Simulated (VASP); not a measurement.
# GaAs (I-4m2) in VASP: notebook

The runs below take GaAs through single point, with PBE, r2SCAN.

Program: VASP 6.6.1. These are calculated values, not measurements. Logs are shortened: lines on timing, memory, paths and dates and some standing lists are left out, and cuts for length are marked.

## Step 1: The cell of the first run

Symmetry: I-4m2, No. 119, tetragonal system. The conventional cell has a = 3.844 Å, b = 3.844 Å, c = 5.859 Å, α = 90.00°, β = 90.00°, γ = 90.00°. Within 3.2 Å of Ga (site symmetry -4m2) lie 4 As at 2.42 Å. Within 3.2 Å of As (site symmetry -4m2) lie 4 Ga at 2.42 Å.

## Step 2: Single point, PBE (epitaxial xy strain -4.1%)

File INCAR:

```
SYSTEM = GaAs
ALGO = Normal
EDIFF = 1E-6
ENCUT = 520
GGA = PE
ISIF = 2
ISMEAR = -1
LASPH = .True.
LCHARG = .False.
LREAL = .False.
LWAVE = .False.
NBANDS = 16
NELM = 80
PREC = Accurate
SIGMA = 0.02
```

File KPOINTS:

```
k-points
0
Gamma
  8 8 8
  0 0 0
```

File POSCAR:

```
GaAs
1.0
    0.0000000000      2.7177785314      2.9295503681
    2.7177785314      0.0000000000      2.9295503681
    2.7177785314      2.7177785314      0.0000000000
Ga As
1 1
Direct
    0.0000000000      0.0000000000      0.0000000000
    0.2500000000      0.2500000000      0.2500000000
```

Potentials or basis: VASP PAW PBE potentials, release 64 (Ga_d, As).

On the command line:

```sh
$ cat potpaw_PBE.64/Ga_d/POTCAR potpaw_PBE.64/As/POTCAR > POTCAR
$ mpirun -np 1 vasp_std > vasp.out
```

OUTCAR:

```text
SYSTEM = GaAs
   EDIFF = 1E-6
   ENCUT = 520
   GGA = PE
   ISIF = 2
   ISMEAR = -1
   LASPH = .True.
   LREAL = .False.
   NELM = 80
   PREC = Accurate

 ion  position               nearest neighbor table
   1  0.000  0.000  0.000-   2 2.42   2 2.42   2 2.42   2 2.42
   2  0.250  0.250  0.250-   1 2.42   1 2.42   1 2.42   1 2.42

  LATTYP: Found a body centered tetragonal cell.
 ALAT       =     3.8435192586
 C/A-ratio  =     1.5244104015

  Lattice vectors:

 A1 = (  -2.7177785314,   0.0000000000,   2.9295503681)
 A2 = (   2.7177785314,   0.0000000000,   2.9295503681)
 A3 = (   0.0000000000,   2.7177785314,  -2.9295503681)

Analysis of symmetry for initial positions (statically):
=====================================================================
 Subroutine PRICEL returns:
 Original cell was already a primitive cell.

 Routine SETGRP: Setting up the symmetry group for a
 body centered tetragonal supercell.

 Subroutine GETGRP returns: Found  8 space group operations
 (whereof  8 operations were pure point group operations)
 out of a pool of 16 trial point group operations.

The static configuration has the point symmetry D_2d.

Analysis of symmetry for dynamics (positions and initial velocities):
=====================================================================
 Subroutine PRICEL returns:
 Original cell was already a primitive cell.

 Routine SETGRP: Setting up the symmetry group for a
 body centered tetragonal supercell.

 Subroutine GETGRP returns: Found  8 space group operations
 (whereof  8 operations were pure point group operations)
 out of a pool of 16 trial point group operations.

The dynamic configuration has the point symmetry D_2d.

 Subroutine INISYM returns: Found  8 space group operations
 (whereof  8 operations are pure point group operations),
 and found     1 'primitive' translations

----------------------------------------------------------------------------------------

                                     Primitive cell

  volume of cell :      43.2772

  direct lattice vectors                    reciprocal lattice vectors
     0.000000000  2.717778531  2.929550368    -0.183973784  0.183973784  0.170674656
     2.717778531  0.000000000  2.929550368     0.183973784 -0.183973784  0.170674656
     2.717778531  2.717778531  0.000000000     0.183973784  0.183973784 -0.170674656

  length of vectors
     3.996071259  3.996071259  3.843519259     0.311163212  0.311163212  0.311163212

  position of ions in fractional coordinates (direct lattice)
[... 74 lines left out ...]
   LNONCOLLINEAR =      F non collinear calculations
   LSORBIT =      F    spin-orbit coupling
   LASPH  =      T    aspherical Exc in radial PAW
   ENCUT  =  520.0 eV  38.22 Ry    6.18 a.u.   7.43  7.43  7.15*2*pi/ulx,y,z
   NELM   =     80;   NELMIN=  2; NELMDL= -5     # of ELM steps
   EDIFF  = 0.1E-05   stopping-criterion for ELM
   LREAL  =      F    real-space projection
   EDIFFG = 0.1E-04   stopping-criterion for IOM
   NSW    =      0    number of steps for IOM
   IBRION =     -1    ionic relax: 0-MD 1-quasi-New 2-CG
   NFREE  =      0    steps in history (QN), initial steepest desc. (CG)
   ISIF   =      2    stress and relaxation
   ISYM   =      2    0-nonsym 1-usesym 2-fastsym
   POTIM  = 0.5000    time-step for ionic-motion
   TEBEG  =    0.0;   TEEND  =   0.0 temperature during run
   PSTRESS=    0.0 pullay stress
   NELECT =      18.0000    total number of electrons
   NUPDOWN=      -1.0000    fix difference up-down
   EMIN   =  10.00;   EMAX   =-10.00  energy-range for DOS
   EFERMI =   0.00;   METHOD = LEGACY
   ISMEAR =    -1;   SIGMA  =   0.02  broadening in eV -4-tet -1-fermi 0-gaus
   EFERMI_NEDOS =   21; number of points for ismear=-14 and -15
   IALGO  =     38    algorithm
   IMIX   =      4    mixing-type and parameters
     AMIX     =   0.40;   BMIX     =  1.00
     AMIX_MAG =   1.60;   BMIX_MAG =  1.00
  volume/ion in A,a.u.               =      21.64       146.02
  Fermi-wavevector in a.u.,A,eV,Ry     =   1.222023  2.309288 20.318120  1.493340
  Thomas-Fermi vector in A             =   2.357184
   LORBIT       =      0    0 simple, 1 ext, 2 COOP (PROOUT), +10 PAW based schemes
   GGA     = PE    functional components
   LHFCALC =     F    Hartree Fock is set to
   AEXX    =    0.0000 exact exchange contribution
   IVDW    =     0    specifies the selected vdW correction
   LEPSILON=     F    determine dielectric tensor
   LRPA    =     F    only Hartree local field effects (RPA)
 non-spin polarized calculation
  energy-cutoff  :      520.00
  volume of cell :       43.28
 maximum number of plane-waves:      1178
 NGX is ok and might be reduce to    30
   NGX = 15   NGY = 15   NGZ = 15

 number of electron      18.0000011 magnetization

 Free energy of the ion-electron system (eV)
  ---------------------------------------------------
  ext. energy  EPLUGINS =         0.00000000
  ---------------------------------------------------
  free energy    TOTEN  =        -8.15207346 eV

  energy without entropy =       -8.15207346  energy(sigma->0) =       -8.15207346

 E-fermi :   4.8362     XC(G=0):  -9.7888

 val. band max:        4.5130490449   @ k =   0.0000   0.0000   0.0000
 cond. band min:       5.1475505676   @ k =   0.0000   0.0000   0.0000
 fundamental gap:      0.6345015226
 Fermi energy:         4.8361525787

 k-point     1 :       0.0000    0.0000    0.0000
  band No.  band energies     occupation
      1     -10.5619      2.00000
      2     -10.5418      2.00000
      3     -10.5418      2.00000
      4     -10.4646      2.00000
      5     -10.4569      2.00000
      6      -8.6837      2.00000
[... 433 lines left out ...]
      3     -10.5214      2.00000
      4     -10.4720      2.00000
      5     -10.4481      2.00000
      6      -7.2815      2.00000
[... 8 lines left out ...]
     15      14.7067      0.00000
     16      15.7852      0.00000

 [... further k-points ...]
[... 5 lines left out ...]
  --------------------------------------------------------------------------------------
  -------------------------------------------------------------------------------------
  Total        2.3472889      2.3472889      0.9535354      0.0000000      0.0000000      0.0000000
  in kB       86.8996502     86.8996502     35.3011063      0.0000000      0.0000000      0.0000000
  external PRESSURE =      69.7001356 kB  Pullay stress =       0.0000000 kB

 VOLUME and BASIS-vectors are now :
 -----------------------------------------------------------------------------
  energy-cutoff  :      520.00
  volume of cell :       43.28
      direct lattice vectors                 reciprocal lattice vectors
     0.000000000  2.717778531  2.929550368    -0.183973784  0.183973784  0.170674656
     2.717778531  0.000000000  2.929550368     0.183973784 -0.183973784  0.170674656
     2.717778531  2.717778531  0.000000000     0.183973784  0.183973784 -0.170674656

 POSITION                                       TOTAL-FORCE (eV/Angst)
 -----------------------------------------------------------------------------------
      0.00000      0.00000      0.00000        -0.000000     -0.000000      0.000000
      1.35889      1.35889      1.46478         0.000000      0.000000     -0.000000
 -----------------------------------------------------------------------------------
    total drift:                                0.000001      0.000001      0.000002

  FREE ENERGIE OF THE ION-ELECTRON SYSTEM (eV)
  ---------------------------------------------------
  free  energy   TOTEN  =        -8.1520734614 eV

  energy  without entropy=       -8.1520734609  energy(sigma->0) =       -8.15207346
```

OSZICAR:

```text
N       E                     dE             d eps       ncg     rms          rms(c)
DAV:   1     0.836490210027E+02    0.83649E+02   -0.90266E+03  1952   0.158E+03
DAV:   2    -0.167592597867E+01   -0.85325E+02   -0.81082E+02  2160   0.312E+02
DAV:   3    -0.822303666121E+01   -0.65471E+01   -0.65258E+01  2248   0.662E+01
DAV:   4    -0.832260382058E+01   -0.99567E-01   -0.99552E-01  2400   0.908E+00
DAV:   5    -0.832401624788E+01   -0.14124E-02   -0.14124E-02  2296   0.976E-01    0.304E+00
DAV:   6    -0.817368335930E+01    0.15033E+00   -0.21640E-01  2896   0.834E+00    0.184E+00
DAV:   7    -0.815087155300E+01    0.22812E-01   -0.70294E-02  2384   0.199E+00    0.569E-01
DAV:   8    -0.815158351990E+01   -0.71197E-03   -0.10727E-02  2320   0.117E+00    0.127E-01
DAV:   9    -0.815196660622E+01   -0.38309E-03   -0.94470E-04  2288   0.339E-01    0.476E-02
DAV:  10    -0.815202796394E+01   -0.61358E-04   -0.74380E-05  2656   0.100E-01    0.258E-02
DAV:  11    -0.815207322924E+01   -0.45265E-04   -0.62505E-05  2152   0.617E-02    0.264E-03
DAV:  12    -0.815207346142E+01   -0.23218E-06   -0.11155E-06  1968   0.165E-02
   1 F= -.81520735E+01 E0= -.81520735E+01  d E =-.482358E-09
```

It took 51 s on 1 thread of AMD EPYC 7R43 (Zen 3), shared host; peak memory 0.15 GiB.

What came out:

* Free energy: -8.1521 eV
* Pressure: 7.0 GPa
* Band gap on the k mesh: 0.63 eV, direct

Caveat: the cell differs from its parent crystal (epitaxial xy strain -4.1%). A k mesh can miss the band edges.

## Step 3: Single point, r2SCAN (epitaxial xy strain -4.1%)

POSCAR is that of step 2.

File INCAR.step1:

```
  ALGO = Normal
  EDIFF = 1E-4
  ENCUT = 520
  GGA = PE
  ISMEAR = 0
  LASPH = True
  LCHARG = False
  LREAL = False
  LWAVE = True
  NBANDS = 16
  NELM = 100
  PREC = Accurate
  SIGMA = 0.01
```

File INCAR.step2:

```
  ALGO = Normal
  EDIFF = 1E-7
  ENCUT = 520
  ISIF = 2
  ISMEAR = 0
  ISTART = 1
  LASPH = True
  LCHARG = False
  LMIXTAU = True
  LREAL = False
  LWAVE = False
  METAGGA = R2SCAN
  NBANDS = 16
  NELM = 100
  PREC = Accurate
  SIGMA = 0.01
```

File KPOINTS:

```
k-points
0
Gamma
  8 8 8
```

Potentials or basis: VASP PAW PBE potentials, release 64 (Ga_d, As).

On the command line:

```sh
$ cat potpaw_PBE.64/Ga_d/POTCAR potpaw_PBE.64/As/POTCAR > POTCAR
$ cp INCAR.step1 INCAR
$ mpirun -np 1 vasp_std > vasp.out
$ cp INCAR.step2 INCAR
$ mpirun -np 1 vasp_std > vasp.out
```

It took 4.7 min on 1 thread of AMD EPYC 7R43 (Zen 3), shared host; peak memory 0.16 GiB.

Results (log left out):

```
Free energy            : -26.9870 eV
Pressure               : 4.1 GPa
Band gap on the k mesh : 1.12 eV, direct
```

Stress tensor (GPa, compression positive):
```
6.04 0.00 0.00
0.00 6.04 0.00
0.00 0.00 0.15
```

Levels at points of the mesh, in eV from the valence-band top:
```csv
k point,band 5,band 6,band 7,band 8,band 9,band 10,band 11,band 12,band 13,band 14
"(0.00, 0.00, 0.00)",-15.39,-13.70,-0.52,0.00,0.00,1.12,3.84,3.84,4.06,8.24
"(0.50, 0.00, 0.00)",-15.38,-11.70,-7.23,-1.77,-1.07,1.20,4.70,5.12,8.24,11.15
"(0.50, 0.50, 0.00)",-15.39,-11.09,-7.70,-2.73,-2.73,1.89,2.28,11.02,11.02,11.54
"(0.50, 0.00, 0.50)",-15.37,-10.76,-7.20,-3.29,-3.24,1.34,1.51,10.50,10.87,11.94
```

Caveat: the cell differs from its parent crystal (epitaxial xy strain -4.1%); the PAW data sets were made with another functional, which shifts forces and pressure a little.
